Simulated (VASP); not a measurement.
# MnS (F-43m) in VASP: notebook, part 2 of 2

VASP 6.6.1. The steps go on from the part before.

### 3 Single point, PBEsol, collinear spin, ferromagnetic start (15.30 Å³/atom)

INCAR reads:

```
PREC = Accurate ; ENCUT = 520
EDIFF = 1E-7 ; ISMEAR = 0
SIGMA = 0.15 ; LREAL = F
LASPH = T ; NELM = 150
ALGO = Normal ; ISIF = 2
LWAVE = F ; LCHARG = F
ISPIN = 2 ; MAGMOM = 1.75 0
LORBIT = 11 ; NUPDOWN = 1.75
LMAXMIX = 4 ; GGA = PS
NBANDS = 20
```

KPOINTS reads:

```
regular mesh
0
Gamma
  16 16 16
```

POSCAR reads:

```
MnS
1.0
    0.0000000000      2.4823828122      2.4823828122
    2.4823828122      0.0000000000      2.4823828122
    2.4823828122      2.4823828122      0.0000000000
Mn S
1 1
Direct
    0.0000000000      0.0000000000      0.0000000000
    0.7500000000      0.7500000000      0.7500000000
```

Potentials or basis: VASP PAW PBE potentials, release 64 (Mn_pv, S).

The run is started by

```console
> cat potpaw_PBE.64/Mn_pv/POTCAR potpaw_PBE.64/S/POTCAR > POTCAR
> mpirun -np 1 vasp_std > vasp.out
```

OUTCAR:

```text
PREC = Accurate
   ENCUT = 520
   EDIFF = 1E-7
   ISMEAR = 0
   LREAL = F
   LASPH = T
   NELM = 150
   ISIF = 2
   ISPIN = 2
   LORBIT = 11
   NUPDOWN = 1.75
   GGA = PS

 ion  position               nearest neighbor table
   1  0.000  0.000  0.000-   2 2.15   2 2.15   2 2.15   2 2.15
   2  0.750  0.750  0.750-   1 2.15   1 2.15   1 2.15   1 2.15

  LATTYP: Found a face centered cubic cell.
 ALAT       =     4.9647656244

  Lattice vectors:

 A1 = (   0.0000000000,   2.4823828122,   2.4823828122)
 A2 = (   2.4823828122,   0.0000000000,   2.4823828122)
 A3 = (   2.4823828122,   2.4823828122,   0.0000000000)

Analysis of symmetry for initial positions (statically):
=====================================================================
 Subroutine PRICEL returns:
 Original cell was already a primitive cell.

 Routine SETGRP: Setting up the symmetry group for a
 face centered cubic supercell.

 Subroutine GETGRP returns: Found 24 space group operations
 (whereof 24 operations were pure point group operations)
 out of a pool of 48 trial point group operations.

The static configuration has the point symmetry T_d .

Analysis of symmetry for dynamics (positions and initial velocities):
=====================================================================
 Subroutine PRICEL returns:
 Original cell was already a primitive cell.

 Routine SETGRP: Setting up the symmetry group for a
 face centered cubic supercell.

 Subroutine GETGRP returns: Found 24 space group operations
 (whereof 24 operations were pure point group operations)
 out of a pool of 48 trial point group operations.

The dynamic configuration has the point symmetry T_d .

Analysis of structural, dynamic, and magnetic symmetry:
=====================================================================
 Subroutine PRICEL returns:
 Original cell was already a primitive cell.

[... 149 lines left out ...]
  ---------------------------------------------------
  ext. energy  EPLUGINS =         0.00000000
  ---------------------------------------------------
  free energy    TOTEN  =       -14.63970158 eV

  energy without entropy =      -14.60704892  energy(sigma->0) =      -14.62337525

 E-fermi :   7.3700     XC(G=0): -11.3677

 val. band max:        7.5836362035   @ k =  -0.3750   0.3750   0.0000
 cond. band min:       7.3801412474   @ k =  -0.4375   0.4375   0.0000
 fundamental gap:     -0.2034949561
 Fermi energy:         7.5864054813

 spin component 1

 k-point     1 :       0.0000    0.0000    0.0000
  band No.  band energies     occupation
      1     -41.2566      1.00000
      2     -41.2566      1.00000
      3     -41.2566      1.00000
      4      -8.0305      1.00000
      5       2.2604      1.00000
      6       2.2604      1.00000
[... 541 lines left out ...]
     19      22.2416      0.00000
     20      23.4421      0.00000

 [... further k-points ...]

 spin component 2

 k-point     1 :       0.0000    0.0000    0.0000
  band No.  band energies     occupation
      1     -39.5206      1.00000
      2     -39.5206      1.00000
      3     -39.5206      1.00000
      4      -7.9636      1.00000
      5       2.7994      1.00000
      6       2.7994      1.00000
[... 541 lines left out ...]
     19      22.4337      0.00000
     20      23.7564      0.00000

 [... further k-points ...]

------------------------ aborting loop because EDIFF is reached ----------------------------------------

  FORCE on cell =-STRESS in cart. coord.  units (eV):
  Direction    XX          YY          ZZ          XY          YZ          ZX
  --------------------------------------------------------------------------------------
  -------------------------------------------------------------------------------------
  Total        0.6512091      0.6512091      0.6512091      0.0000000     -0.0000000      0.0000000
  in kB       34.1031708     34.1031708     34.1031708      0.0000000     -0.0000000      0.0000000
  external PRESSURE =      34.1031708 kB  Pullay stress =       0.0000000 kB

 VOLUME and BASIS-vectors are now :
 -----------------------------------------------------------------------------
  energy-cutoff  :      520.00
  volume of cell :       30.59
      direct lattice vectors                 reciprocal lattice vectors
     0.000000000  2.482382812  2.482382812    -0.201419377  0.201419377  0.201419377
     2.482382812  0.000000000  2.482382812     0.201419377 -0.201419377  0.201419377
     2.482382812  2.482382812  0.000000000     0.201419377  0.201419377 -0.201419377

 POSITION                                       TOTAL-FORCE (eV/Angst)
 -----------------------------------------------------------------------------------
      0.00000      0.00000      0.00000        -0.000000     -0.000000     -0.000000
      3.72357      3.72357      3.72357         0.000000      0.000000      0.000000
 -----------------------------------------------------------------------------------
    total drift:                               -0.000001     -0.000001     -0.000001

  FREE ENERGIE OF THE ION-ELECTRON SYSTEM (eV)
  ---------------------------------------------------
  free  energy   TOTEN  =       -14.6397015799 eV

  energy  without entropy=      -14.6070489182  energy(sigma->0) =      -14.62337525

 total charge

# of ion       s       p       d       tot
------------------------------------------
    1        0.354   6.330   5.309  11.993
    2        1.319   2.418   0.000   3.737
--------------------------------------------------
tot          1.673   8.748   5.309  15.730

 magnetization (x)

# of ion       s       p       d       tot
------------------------------------------
    1        0.030   0.028   1.638   1.697
    2       -0.000  -0.050   0.000  -0.050
--------------------------------------------------
tot          0.030  -0.021   1.638   1.647
```

OSZICAR:

```text
N       E                     dE             d eps       ncg     rms          rms(c)
DAV:   1     0.160013616057E+03    0.16001E+03   -0.10059E+04 11624   0.101E+03
DAV:   2    -0.803289446586E+01   -0.16805E+03   -0.15956E+03 12092   0.298E+02
DAV:   3    -0.161318934295E+02   -0.80990E+01   -0.79874E+01 13340   0.705E+01
DAV:   4    -0.162252143007E+02   -0.93321E-01   -0.93250E-01 13104   0.778E+00
DAV:   5    -0.162264128695E+02   -0.11986E-02   -0.11985E-02 13296   0.916E-01    0.165E+01
DAV:   6    -0.161462926056E+02    0.80120E-01   -0.12846E+01 12616   0.439E+01    0.128E+01
DAV:   7    -0.146769325316E+02    0.14694E+01   -0.41382E+00 12568   0.280E+01    0.551E+00
DAV:   8    -0.146395557923E+02    0.37377E-01   -0.89748E-02 13368   0.288E+00    0.250E+00
DAV:   9    -0.146404178996E+02   -0.86211E-03   -0.12978E-02 13720   0.825E-01    0.362E-01
DAV:  10    -0.146396736488E+02    0.74425E-03   -0.25153E-03 12872   0.619E-01    0.105E-01
DAV:  11    -0.146396893829E+02   -0.15734E-04   -0.25431E-04 13244   0.971E-02    0.942E-02
DAV:  12    -0.146396977925E+02   -0.84096E-05   -0.13556E-05 13364   0.304E-02    0.487E-02
DAV:  13    -0.146397004310E+02   -0.26385E-05   -0.38789E-06 12956   0.212E-02    0.172E-02
DAV:  14    -0.146397014964E+02   -0.10654E-05   -0.77612E-07 13316   0.995E-03    0.245E-03
DAV:  15    -0.146397015799E+02   -0.83511E-07   -0.82774E-08 10356   0.225E-03
   1 F= -.14639702E+02 E0= -.14623375E+02  d E =-.326527E-01  mag=     1.7500
```

stdout:

```text
POSCAR found type information on POSCAR MnS
 POSCAR found :  2 types and       2 ions
 scaLAPACK will be used
 -----------------------------------------------------------------------------
|                                                                             |
|                                                                             |
|     You enforced a specific xc type in the INCAR file but a different       |
|     I HOPE YOU KNOW WHAT YOU ARE DOING!                                     |
|                                                                             |
 -----------------------------------------------------------------------------

 LDA part: xc-table for (Slater+PW92), standard interpolation
 POSCAR, INCAR and KPOINTS ok, starting setup
 FFT: planning ... GRIDC
 FFT: planning ... GRID_SOFT
 FFT: planning ... GRID
 WAVECAR not read
 entering main loop
```

Run time: 88 s. Hardware: 1 thread of Intel Xeon 6975P-C (Granite Rapids), shared host; peak memory 0.26 GiB.

Results:

* Free energy: -14.6397 eV
* Pressure: 3.4 GPa
* Net moment: 1.75 μB per cell
* Site moments: Mn +1.70; S -0.05 μB
* Valence electrons inside the program's atomic spheres: Mn 11.99; S 3.74

Caveat: the cell stands under pressure; the PAW data sets were made with another functional, which shifts forces and pressure a little; the total moment is fixed, so each spin has its own Fermi level; a cell with one magnetic atom can't hold antiferromagnetic order, which such compounds often take.

### 4 Single point, PBEsol, collinear spin, ferromagnetic start (15.30 Å³/atom)

INCAR reads:

```
SYSTEM = MnS
  ALGO = Normal
  EDIFF = 1E-6
  ENCUT = 520
  GGA = PS
  ISIF = 2
  ISMEAR = 0
  ISPIN = 2
  LASPH = .True.
  LCHARG = .False.
  LMAXMIX = 4
  LORBIT = 11
  LREAL = .False.
  LWAVE = .False.
  MAGMOM = 3.062 0
  NBANDS = 20
  NELM = 150
  NUPDOWN = 3.0625
  PREC = Accurate
  SIGMA = 0.15
```

KPOINTS reads:

```
k-points
0
Gamma
  16 16 16
  0 0 0
```

POSCAR is that of step 3.

Potentials or basis: VASP PAW PBE potentials, release 64 (Mn_pv, S).

The run is started by

```console
> cat potpaw_PBE.64/Mn_pv/POTCAR potpaw_PBE.64/S/POTCAR > POTCAR
> mpirun -np 1 vasp_std > vasp.out
```

OUTCAR:

```text
SYSTEM = MnS
   EDIFF = 1E-6
   ENCUT = 520
   GGA = PS
   ISIF = 2
   ISMEAR = 0
   ISPIN = 2
   LASPH = .True.
   LORBIT = 11
   LREAL = .False.
   NELM = 150
   NUPDOWN = 3.0625
   PREC = Accurate

 ion  position               nearest neighbor table
   1  0.000  0.000  0.000-   2 2.15   2 2.15   2 2.15   2 2.15
   2  0.750  0.750  0.750-   1 2.15   1 2.15   1 2.15   1 2.15

  LATTYP: Found a face centered cubic cell.
 ALAT       =     4.9647656244

  Lattice vectors:

 A1 = (   0.0000000000,   2.4823828122,   2.4823828122)
 A2 = (   2.4823828122,   0.0000000000,   2.4823828122)
 A3 = (   2.4823828122,   2.4823828122,   0.0000000000)

Analysis of symmetry for initial positions (statically):
=====================================================================
 Subroutine PRICEL returns:
 Original cell was already a primitive cell.

 Routine SETGRP: Setting up the symmetry group for a
 face centered cubic supercell.

 Subroutine GETGRP returns: Found 24 space group operations
 (whereof 24 operations were pure point group operations)
 out of a pool of 48 trial point group operations.

[... 1292 lines left out ...]
     20      23.8932      0.00000

 [... further k-points ...]

------------------------ aborting loop because EDIFF is reached ----------------------------------------

  FORCE on cell =-STRESS in cart. coord.  units (eV):
  Direction    XX          YY          ZZ          XY          YZ          ZX
  --------------------------------------------------------------------------------------
  -------------------------------------------------------------------------------------
  Total        3.2285036      3.2285036      3.2285036     -0.0000000     -0.0000000      0.0000000
  in kB      169.0735211    169.0735211    169.0735211     -0.0000000     -0.0000000      0.0000000
  external PRESSURE =     169.0735211 kB  Pullay stress =       0.0000000 kB

 VOLUME and BASIS-vectors are now :
 -----------------------------------------------------------------------------
  energy-cutoff  :      520.00
  volume of cell :       30.59
      direct lattice vectors                 reciprocal lattice vectors
     0.000000000  2.482382812  2.482382812    -0.201419377  0.201419377  0.201419377
     2.482382812  0.000000000  2.482382812     0.201419377 -0.201419377  0.201419377
     2.482382812  2.482382812  0.000000000     0.201419377  0.201419377 -0.201419377

 POSITION                                       TOTAL-FORCE (eV/Angst)
 -----------------------------------------------------------------------------------
      0.00000      0.00000      0.00000         0.000000     -0.000000      0.000000
      3.72357      3.72357      3.72357        -0.000000      0.000000     -0.000000
 -----------------------------------------------------------------------------------
    total drift:                               -0.000001     -0.000001     -0.000001

  FREE ENERGIE OF THE ION-ELECTRON SYSTEM (eV)
  ---------------------------------------------------
  free  energy   TOTEN  =       -14.4628298469 eV

  energy  without entropy=      -14.4354141363  energy(sigma->0) =      -14.44912199

 total charge

# of ion       s       p       d       tot
------------------------------------------
    1        0.358   6.365   5.226  11.948
    2        1.322   2.467   0.000   3.788
--------------------------------------------------
tot          1.680   8.832   5.226  15.737

 magnetization (x)

# of ion       s       p       d       tot
------------------------------------------
    1        0.044   0.065   2.735   2.844
    2        0.003  -0.019   0.000  -0.017
--------------------------------------------------
tot          0.047   0.046   2.735   2.828
```

OSZICAR:

```text
N       E                     dE             d eps       ncg     rms          rms(c)
DAV:   1     0.161369108169E+03    0.16137E+03   -0.10150E+04 11640   0.102E+03
DAV:   2    -0.771821729636E+01   -0.16909E+03   -0.16060E+03 12112   0.299E+02
DAV:   3    -0.158175484552E+02   -0.80993E+01   -0.79900E+01 13336   0.706E+01
DAV:   4    -0.159099249600E+02   -0.92377E-01   -0.92307E-01 13104   0.774E+00
DAV:   5    -0.159111189575E+02   -0.11940E-02   -0.11940E-02 13260   0.913E-01    0.169E+01
DAV:   6    -0.152064769485E+02    0.70464E+00   -0.88910E+00 12676   0.396E+01    0.123E+01
DAV:   7    -0.144854742317E+02    0.72100E+00   -0.21024E+00 12644   0.223E+01    0.689E+00
DAV:   8    -0.144685501564E+02    0.16924E-01   -0.45480E-02 13344   0.172E+00    0.346E+00
DAV:   9    -0.144626687457E+02    0.58814E-02   -0.13313E-02 15888   0.126E+00    0.407E-01
DAV:  10    -0.144628304124E+02   -0.16167E-03   -0.34699E-03 12812   0.622E-01    0.974E-02
DAV:  11    -0.144628183971E+02    0.12015E-04   -0.32703E-04 13364   0.119E-01    0.833E-02
DAV:  12    -0.144628255998E+02   -0.72027E-05   -0.29317E-05 13040   0.546E-02    0.494E-02
DAV:  13    -0.144628285252E+02   -0.29255E-05   -0.50407E-06 12928   0.261E-02    0.218E-02
DAV:  14    -0.144628298334E+02   -0.13082E-05   -0.15055E-06 10988   0.132E-02    0.530E-03
DAV:  15    -0.144628298469E+02   -0.13467E-07   -0.19662E-07  6768   0.372E-03
   1 F= -.14462830E+02 E0= -.14449122E+02  d E =-.274157E-01  mag=     3.0625
```

Wall time 80 s (1 thread of Intel Xeon 6975P-C (Granite Rapids), shared host); peak memory 0.26 GiB.

Results:

| Item | Value |
| --- | --- |
| Free energy | -14.4628 eV |
| Pressure | 16.9 GPa |
| Net moment | 3.06 μB per cell |
| Site moments | Mn +2.84; S -0.02 μB |
| Valence electrons inside the program's atomic spheres | Mn 11.95; S 3.79 |

Caveat: the cell stands under pressure; the PAW data sets were made with another functional, which shifts forces and pressure a little; the total moment is fixed, so each spin has its own Fermi level; a cell with one magnetic atom can't hold antiferromagnetic order, which such compounds often take.

### 5 Single point, PBEsol, collinear spin, ferromagnetic start (15.30 Å³/atom)

INCAR reads:

```
SYSTEM = MnS
PREC = Accurate
ENCUT = 520
EDIFF = 1E-6
ISMEAR = 0
SIGMA = 0.15
LREAL = .False.
LASPH = .True.
NELM = 150
ALGO = Normal
ISIF = 2
LWAVE = .False.
LCHARG = .True.
ISPIN = 2
MAGMOM = 2.188 0
LORBIT = 11
NUPDOWN = 2.1875
LMAXMIX = 4
GGA = PS
LELF = .True.
LVHAR = .True.
NBANDS = 20
```

KPOINTS reads:

```
Automatic mesh
0
Gamma
  16 16 16
  0 0 0
```

POSCAR is that of step 4.

Potentials or basis: VASP PAW PBE potentials, release 64 (Mn_pv, S).

The run is started by

```console
> cat potpaw_PBE.64/Mn_pv/POTCAR potpaw_PBE.64/S/POTCAR > POTCAR
> mpirun -np 1 vasp_std > vasp.out
```

OUTCAR:

```text
SYSTEM = MnS
   PREC = Accurate
   ENCUT = 520
   EDIFF = 1E-6
   ISMEAR = 0
   LREAL = .False.
   LASPH = .True.
   NELM = 150
   ISIF = 2
   ISPIN = 2
   LORBIT = 11
   NUPDOWN = 2.1875
   GGA = PS

 ion  position               nearest neighbor table
   1  0.000  0.000  0.000-   2 2.15   2 2.15   2 2.15   2 2.15
   2  0.750  0.750  0.750-   1 2.15   1 2.15   1 2.15   1 2.15

  LATTYP: Found a face centered cubic cell.
 ALAT       =     4.9647656244

  Lattice vectors:

 A1 = (   0.0000000000,   2.4823828122,   2.4823828122)
 A2 = (   2.4823828122,   0.0000000000,   2.4823828122)
 A3 = (   2.4823828122,   2.4823828122,   0.0000000000)

[... 1319 lines left out ...]
 -----------------------------------------------------------------------------
  energy-cutoff  :      520.00
  volume of cell :       30.59
      direct lattice vectors                 reciprocal lattice vectors
     0.000000000  2.482382812  2.482382812    -0.201419377  0.201419377  0.201419377
     2.482382812  0.000000000  2.482382812     0.201419377 -0.201419377  0.201419377
     2.482382812  2.482382812  0.000000000     0.201419377  0.201419377 -0.201419377

 POSITION                                       TOTAL-FORCE (eV/Angst)
 -----------------------------------------------------------------------------------
      0.00000      0.00000      0.00000        -0.000000     -0.000000     -0.000000
      3.72357      3.72357      3.72357         0.000000      0.000000      0.000000
 -----------------------------------------------------------------------------------
    total drift:                               -0.000001     -0.000001     -0.000001

  FREE ENERGIE OF THE ION-ELECTRON SYSTEM (eV)
  ---------------------------------------------------
  free  energy   TOTEN  =       -14.5902610072 eV

  energy  without entropy=      -14.5577025956  energy(sigma->0) =      -14.57398180

 total charge

# of ion       s       p       d       tot
------------------------------------------
    1        0.355   6.340   5.284  11.980
    2        1.320   2.431   0.000   3.751
--------------------------------------------------
tot          1.675   8.771   5.284  15.731

 magnetization (x)

# of ion       s       p       d       tot
------------------------------------------
    1        0.035   0.039   2.024   2.098
    2        0.000  -0.048   0.000  -0.048
--------------------------------------------------
tot          0.035  -0.009   2.024   2.050
```

Run time: 80 s. Hardware: 1 thread of Intel Xeon 6975P-C (Granite Rapids), shared host; peak memory 0.26 GiB.

Results:

```
Free energy                                           : -14.5903 eV
Pressure                                              : 7.3 GPa
Net moment                                            : 2.19 μB per cell
Site moments                                          : Mn +2.10; S -0.05 μB
Valence electrons inside the program's atomic spheres : Mn 11.98; S 3.75
```

Caveat: the cell stands under pressure; the PAW data sets were made with another functional, which shifts forces and pressure a little; the total moment is fixed, so each spin has its own Fermi level; a cell with one magnetic atom can't hold antiferromagnetic order, which such compounds often take.

### 6 Overview

| fixed moment (μB) | pressure (GPa) | moment (μB) |
| --- | --- | --- |
| 2.625 | 11.8 | 2.62 |
| 1.75 | 3.4 | 1.75 |
| 3.0625 | 16.9 | 3.06 |
| 2.1875 | 7.3 | 2.19 |

Alike in all rows: task single point; level PBEsol; potentials or basis VASP PAW PBE potentials, release 64 (Mn_pv, S); spin collinear, ferromagnetic start; cell as given; k mesh 16 × 16 × 16; cutoff (eV) 520; smearing gaussian 0.15 eV.

Caveats: the cell stands under pressure; the PAW data sets were made with another functional, which shifts forces and pressure a little; the total moment is fixed, so each spin has its own Fermi level; a cell with one magnetic atom can't hold antiferromagnetic order, which such compounds often take.

Absolute energies hang on the potentials; compare differences alone.
